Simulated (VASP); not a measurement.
Li, 1 atom in the cell. Symmetry: Fm-3m, No. 225, cubic system. The conventional cell has a = 4.378 Å, b = 4.378 Å, c = 4.378 Å, α = 90.00°, β = 90.00°, γ = 90.00°. Li (site symmetry m-3m) has 12 Li at 3.10 Å within 4.1 Å. 

* Program: VASP 6.6.1
* Task: single point
* Functional: r2SCAN
* Potentials or basis: VASP PAW PBE potentials, release 64 (Li_sv)
* Cutoff: 520 eV
* k mesh: 6 × 6 × 6
* Occupations: fermi-dirac, width 0.1 eV
* Spin: no spin polarisation
* Dipole correction: no
* Further INCAR settings: ALGO = Normal; EDIFF = 1e-06; NBANDS = 8

Potentials or basis: VASP PAW PBE potentials, release 64 (Li_sv).

Launch:

```bash
$ cat potpaw_PBE.64/Li_sv/POTCAR > POTCAR
$ cp INCAR.step1 INCAR
$ mpirun -np 1 vasp_std > vasp.out
$ cp INCAR.step2 INCAR
$ mpirun -np 1 vasp_std > vasp.out
```

Hardware: 1 thread of Intel Xeon 6975P-C, on a shared host.

Q: Estimate the wall time of this run.

A: Run time: 13 s on 1 thread of Intel Xeon 6975P-C (shared host), peak memory 0.13 GiB. Counts: k points 16.
